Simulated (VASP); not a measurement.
# Rb (Im-3m) in VASP: notebook

Runs on Rb. Level: PBEsol. Tasks: single point, relaxation of cell and atoms.

Everything below comes from runs of VASP 6.6.1. Logs are shortened: lines on timing, memory, paths and dates and some standing lists are left out, and cuts for length are marked.

## (1) The cell of the first run

It takes space group Im-3m (No. 229, cubic). Conventional cell: a = 5.590 Å, b = 5.590 Å, c = 5.590 Å, α = 90.00°, β = 90.00°, γ = 90.00°.

## (2) Single point, PBEsol

INCAR reads:

```
PREC = Accurate ; ENCUT = 520
EDIFF = 1E-6 ; ISMEAR = 1
SIGMA = 0.1 ; LREAL = F
LASPH = T ; NELM = 80
ALGO = Normal ; ISIF = 2
LWAVE = F ; LCHARG = F
GGA = PS ; NBANDS = 10
```

KPOINTS reads:

```
Automatic mesh
0
Gamma
  20 20 20
```

POSCAR reads:

```
Rb
1.0
   -2.7950000000      2.7950000000      2.7950000000
    2.7950000000     -2.7950000000      2.7950000000
    2.7950000000      2.7950000000     -2.7950000000
Rb
1
Direct
    0.0000000000      0.0000000000      0.0000000000
```

Potentials or basis: VASP PAW PBE potentials, release 64 (Rb_sv).

The run is started by

```
cat potpaw_PBE.64/Rb_sv/POTCAR > POTCAR
mpirun -np 1 vasp_std > vasp.out
```

OUTCAR:

```text
PREC = Accurate
   ENCUT = 520
   EDIFF = 1E-6
   ISMEAR = 1
   LREAL = F
   LASPH = T
   NELM = 80
   ISIF = 2
   GGA = PS

 ion  position               nearest neighbor table
   1  0.000  0.000  0.000-

  LATTYP: Found a body centered cubic cell.
 ALAT       =     5.5900000000

  Lattice vectors:

 A1 = (  -2.7950000000,   2.7950000000,   2.7950000000)
 A2 = (   2.7950000000,  -2.7950000000,   2.7950000000)
 A3 = (   2.7950000000,   2.7950000000,  -2.7950000000)

Analysis of symmetry for initial positions (statically):
=====================================================================
 Subroutine PRICEL returns:
 Original cell was already a primitive cell.

 Routine SETGRP: Setting up the symmetry group for a
 body centered cubic supercell.

 Subroutine GETGRP returns: Found 48 space group operations
 (whereof 48 operations were pure point group operations)
 out of a pool of 48 trial point group operations.

The static configuration has the point symmetry O_h .

Analysis of symmetry for dynamics (positions and initial velocities):
=====================================================================
 Subroutine PRICEL returns:
 Original cell was already a primitive cell.

 Routine SETGRP: Setting up the symmetry group for a
 body centered cubic supercell.

 Subroutine GETGRP returns: Found 48 space group operations
 (whereof 48 operations were pure point group operations)
 out of a pool of 48 trial point group operations.

The dynamic configuration has the point symmetry O_h .

 Subroutine INISYM returns: Found 48 space group operations
 (whereof 48 operations are pure point group operations),
 and found     1 'primitive' translations

----------------------------------------------------------------------------------------

                                     Primitive cell

  volume of cell :      87.3384

  direct lattice vectors                    reciprocal lattice vectors
    -2.795000000  2.795000000  2.795000000     0.000000000  0.178890877  0.178890877
     2.795000000 -2.795000000  2.795000000     0.178890877  0.000000000  0.178890877
     2.795000000  2.795000000 -2.795000000     0.178890877  0.178890877  0.000000000

  length of vectors
     4.841082007  4.841082007  4.841082007     0.252989904  0.252989904  0.252989904

  position of ions in fractional coordinates (direct lattice)
     0.000000000  0.000000000  0.000000000

  ion indices of the primitive-cell ions
   primitive index   ion index
                 1           1

----------------------------------------------------------------------------------------

 KPOINTS: Automatic mesh

Automatic generation of k-mesh.
 Grid dimensions read from file:
 generate k-points for:   20   20   20

 Generating k-lattice:

  Cartesian coordinates                     Fractional coordinates (reciprocal lattice)
     0.000000000  0.008944544  0.008944544     0.050000000  0.000000000  0.000000000
     0.008944544  0.000000000  0.008944544     0.000000000  0.050000000  0.000000000
     0.008944544  0.008944544  0.000000000     0.000000000  0.000000000  0.050000000

  Length of vectors
     0.012649495  0.012649495  0.012649495

  Shift w.r.t. Gamma in fractional coordinates (k-lattice)
     0.000000000  0.000000000  0.000000000

 Subroutine IBZKPT returns following result:
 ===========================================

 Found    256 irreducible k-points:

 Following reciprocal coordinates:
            Coordinates               Weight
  0.000000  0.000000  0.000000      1.000000
  0.050000  0.000000  0.000000     12.000000
  0.100000  0.000000  0.000000     12.000000
  0.150000  0.000000  0.000000     12.000000
  0.200000  0.000000  0.000000     12.000000
  0.250000  0.000000  0.000000     12.000000
[... 16 lines left out ...]
  0.200000  0.100000  0.000000     48.000000
  0.250000  0.100000  0.000000     48.000000
 [... further k-points ...]
   k-points           NKPTS =    256   k-points in BZ     NKDIM =    256   number of bands    NBANDS=     10
   number of dos      NEDOS =    301   number of ions     NIONS =      1
   total plane-waves  NPLWV =  46656
   dimension x,y,z NGX =    36 NGY =   36 NGZ =   36
   dimension x,y,z NGXF=    72 NGYF=   72 NGZF=   72
   ions per type =               1
   NGX,Y,Z   is equivalent  to a cutoff of  12.36, 12.36, 12.36 a.u.
   NGXF,Y,Z  is equivalent  to a cutoff of  24.73, 24.73, 24.73 a.u.
 SYSTEM =  unknown system
   PREC   = accura    normal or accurate (medium, high low for compatibility)
   ISTART =      0    job   : 0-new  1-cont  2-samecut
   ICHARG =      2    charge: 1-file 2-atom 10-const
   ISPIN  =      1    spin polarized calculation?
   LNONCOLLINEAR =      F non collinear calculations
   LSORBIT =      F    spin-orbit coupling
   LASPH  =      T    aspherical Exc in radial PAW
   ENCUT  =  520.0 eV  38.22 Ry    6.18 a.u.   9.00  9.00  9.00*2*pi/ulx,y,z
   NELM   =     80;   NELMIN=  2; NELMDL= -5     # of ELM steps
   EDIFF  = 0.1E-05   stopping-criterion for ELM
   LREAL  =      F    real-space projection
[... 7 lines left out ...]
   TEBEG  =    0.0;   TEEND  =   0.0 temperature during run
   PSTRESS=    0.0 pullay stress
   NELECT =       9.0000    total number of electrons
   NUPDOWN=      -1.0000    fix difference up-down
   EMIN   =  10.00;   EMAX   =-10.00  energy-range for DOS
   EFERMI =   0.00;   METHOD = LEGACY
   ISMEAR =     1;   SIGMA  =   0.10  broadening in eV -4-tet -1-fermi 0-gaus
   EFERMI_NEDOS =   21; number of points for ismear=-14 and -15
   IALGO  =     38    algorithm
   IMIX   =      4    mixing-type and parameters
     AMIX     =   0.40;   BMIX     =  1.00
     AMIX_MAG =   1.60;   BMIX_MAG =  1.00
  volume/ion in A,a.u.               =      87.34       589.39
  Fermi-wavevector in a.u.,A,eV,Ry     =   0.767516  1.450394  8.014922  0.589080
  Thomas-Fermi vector in A             =   1.868089
   LORBIT       =      0    0 simple, 1 ext, 2 COOP (PROOUT), +10 PAW based schemes
   GGA     = PS    functional components
   LHFCALC =     F    Hartree Fock is set to
   AEXX    =    0.0000 exact exchange contribution
   IVDW    =     0    specifies the selected vdW correction
   LEPSILON=     F    determine dielectric tensor
   LRPA    =     F    only Hartree local field effects (RPA)
 non-spin polarized calculation
 Methfessel and Paxton  Order N= 1 SIGMA  =   0.10
  energy-cutoff  :      520.00
  volume of cell :       87.34
 maximum number of plane-waves:      2390
   NGX = 19   NGY = 19   NGZ = 19

 number of electron       9.0000000 magnetization

 Free energy of the ion-electron system (eV)
  ---------------------------------------------------
  ext. energy  EPLUGINS =         0.00000000
  ---------------------------------------------------
  free energy    TOTEN  =        -1.02472122 eV

  energy without entropy =       -1.02477954  energy(sigma->0) =       -1.02474066

 E-fermi :   0.0393     XC(G=0):  -5.6241

 val. band max:        0.0375882121   @ k =  -0.3000   0.4000   0.2000
 cond. band min:       0.0585384650   @ k =  -0.3500   0.4000   0.2000
 fundamental gap:      0.0209502529
 Fermi energy:         0.0393030772

 k-point     1 :       0.0000    0.0000    0.0000
  band No.  band energies     occupation
      1     -28.7976      2.00000
      2     -12.8401      2.00000
      3     -12.8401      2.00000
      4     -12.8401      2.00000
      5      -1.9933      2.00000
      6       3.7553      0.00000
      7       3.7553      0.00000
      8       3.7553      0.00000
      9       4.7306      0.00000
     10       4.7306      0.00000

 k-point     2 :       0.0500    0.0000    0.0000
  band No.  band energies     occupation
      1     -28.7975      2.00000
      2     -12.8429      2.00000
      3     -12.8410      2.00000
      4     -12.8401      2.00000
      5      -1.9625      2.00000
      6       3.7098      0.00000
      7       3.7144      0.00000
      8       3.7840      0.00000
      9       4.6437      0.00000
     10       4.7173      0.00000

 k-point     3 :       0.1000    0.0000    0.0000
  band No.  band energies     occupation
      1     -28.7971      2.00000
      2     -12.8510      2.00000
      3     -12.8437      2.00000
      4     -12.8401      2.00000
      5      -1.8707      2.00000
      6       3.5608      0.00000
      7       3.5882      0.00000
      8       3.8697      0.00000
      9       4.5046      0.00000
     10       4.6852      0.00000

 k-point     4 :       0.1500    0.0000    0.0000
  band No.  band energies     occupation
      1     -28.7965      2.00000
      2     -12.8636      2.00000
      3     -12.8478      2.00000
      4     -12.8401      2.00000
      5      -1.7202      2.00000
      6       3.2736      0.00000
      7       3.4229      0.00000
      8       4.0114      0.00000
      9       4.4540      0.00000
     10       4.6520      0.00000
[... 222 lines left out ...]
 k-point    22 :       0.1500    0.1000    0.0000
  band No.  band energies     occupation
      1     -28.7955      2.00000
      2     -12.8847      2.00000
      3     -12.8525      2.00000
      4     -12.8435      2.00000
      5      -1.4279      2.00000
      6       2.8597      0.00000
      7       3.0947      0.00000
      8       4.2609      0.00000
      9       4.3076      0.00000
     10       4.8950      0.00000

 k-point    23 :       0.2000    0.1000    0.0000
  band No.  band energies     occupation
      1     -28.7948      2.00000
      2     -12.9000      2.00000
      3     -12.8587      2.00000
      4     -12.8438      2.00000
      5      -1.1748      2.00000
      6       2.5070      0.00000
      7       2.9242      0.00000
      8       4.3361      0.00000
      9       4.4753      0.00000
     10       4.9734      0.00000

 k-point    24 :       0.2500    0.1000    0.0000
  band No.  band energies     occupation
      1     -28.7940      2.00000
      2     -12.9150      2.00000
      3     -12.8652      2.00000
      4     -12.8440      2.00000
      5      -0.8788      2.00000
      6       2.1457      0.00000
      7       2.7780      0.00000
      8       4.3682      0.00000
      9       4.7101      0.00000
     10       5.0442      0.00000

 [... further k-points ...]
[... 5 lines left out ...]
  --------------------------------------------------------------------------------------
  -------------------------------------------------------------------------------------
  Total       -0.0192201     -0.0192201     -0.0192201     -0.0000000     -0.0000000     -0.0000000
  in kB       -0.3525831     -0.3525831     -0.3525831     -0.0000000     -0.0000000     -0.0000000
  external PRESSURE =      -0.3525831 kB  Pullay stress =       0.0000000 kB

 VOLUME and BASIS-vectors are now :
 -----------------------------------------------------------------------------
  energy-cutoff  :      520.00
  volume of cell :       87.34
      direct lattice vectors                 reciprocal lattice vectors
    -2.795000000  2.795000000  2.795000000     0.000000000  0.178890877  0.178890877
     2.795000000 -2.795000000  2.795000000     0.178890877  0.000000000  0.178890877
     2.795000000  2.795000000 -2.795000000     0.178890877  0.178890877  0.000000000

 POSITION                                       TOTAL-FORCE (eV/Angst)
 -----------------------------------------------------------------------------------
      0.00000      0.00000      0.00000         0.000000      0.000000      0.000000
 -----------------------------------------------------------------------------------
    total drift:                               -0.000000      0.000000      0.000000

  FREE ENERGIE OF THE ION-ELECTRON SYSTEM (eV)
  ---------------------------------------------------
  free  energy   TOTEN  =        -1.0247212178 eV

  energy  without entropy=       -1.0247795427  energy(sigma->0) =       -1.02474066
```

Wall time 1.9 min (1 thread of Intel Xeon Platinum 8375C at 2.90GHz (Ice Lake), shared host); peak memory 0.35 GiB.

Results:

* Free energy: -1.0247 eV
* Pressure: 0.0 GPa
* Band gap on the k mesh: zero (an odd number of electrons rules out a gap without spin polarisation)

Levels at points of the mesh, in eV from the Fermi level:
```tsv
k point	band 1	band 2	band 3	band 4	band 5	band 6	band 7	band 8
(0.00, 0.00, 0.00)	-28.84	-12.88	-12.88	-12.88	-2.03	3.72	3.72	3.72
(0.50, 0.00, 0.00)	-28.83	-12.99	-12.92	-12.88	0.22	0.81	2.59	4.35
(0.50, 0.50, 0.50)	-28.83	-12.96	-12.96	-12.96	1.23	1.23	3.35	3.35
```

Caveat: the PAW data sets were made with another functional, which shifts forces and pressure a little.

## (3) Relaxation of cell and atoms, PBEsol

INCAR reads:

```
SYSTEM = Rb
PREC = Accurate
ENCUT = 600
EDIFF = 1E-6
ISMEAR = 1
SIGMA = 0.1
LREAL = .False.
LASPH = .True.
NELM = 100
ALGO = Normal
ISIF = 3
LWAVE = .False.
LCHARG = .False.
GGA = PS
IBRION = 2
NSW = 60
EDIFFG = -0.005
```

KPOINTS reads:

```
regular mesh
0
Gamma
  14 14 14
  0 0 0
```

POSCAR is that of step 2.

Potentials or basis: VASP PAW PBE potentials, release 64 (Rb_sv).

The run is started by

```
cat potpaw_PBE.64/Rb_sv/POTCAR > POTCAR
mpirun -np 1 vasp_std > vasp.out
```

Run time: 2 min. Hardware: 1 thread of Intel Xeon Platinum 8375C at 2.90GHz (Ice Lake), shared host; peak memory 0.3 GiB.

It converged, with:

```yaml
Free_energy: -1.0244 eV
Relaxed_volume: 86.48 Å³/atom
Relaxed_cell: a = 4.825 Å, b = 4.825 Å, c = 4.825 Å, α = 109.47°, β = 109.47°, γ = 109.47°
Space_group_after_relaxing_to_0.1_Å: Im-3m (No. 229)
Energy_gained_by_relaxing: 0.1 meV/atom
Ionic_steps: 3
Pressure_after_relaxing: 0.0 GPa
Band_gap_on_the_k_mesh: zero (an odd number of electrons rules out a gap without spin polarisation)
```

Final structure:
```xyz
1
Lattice="-2.7858 2.7858 2.7858 2.7858 -2.7858 2.7858 2.7858 2.7858 -2.7858" Properties=species:S:1:pos:R:3 pbc="T T T"
Rb    0.0000    0.0000    0.0000
```

Levels at points of the mesh, in eV from the Fermi level:
| k point | band 1 | band 2 | band 3 | band 4 | band 5 | band 6 | band 7 | band 8 |
| --- | --- | --- | --- | --- | --- | --- | --- | --- |
| (0.00, 0.00, 0.00) | -28.82 | -12.86 | -12.86 | -12.86 | -2.03 | 3.74 | 3.74 | 3.74 |
| (0.50, 0.00, 0.00) | -28.81 | -12.98 | -12.90 | -12.86 | 0.23 | 0.83 | 2.60 | 4.38 |
| (0.50, 0.50, 0.50) | -28.81 | -12.94 | -12.94 | -12.94 | 1.24 | 1.24 | 3.38 | 3.38 |

Caveat: the PAW data sets were made with another functional, which shifts forces and pressure a little.

The gap in the log of VASP goes by the Fermi energy; the results here count the filled bands.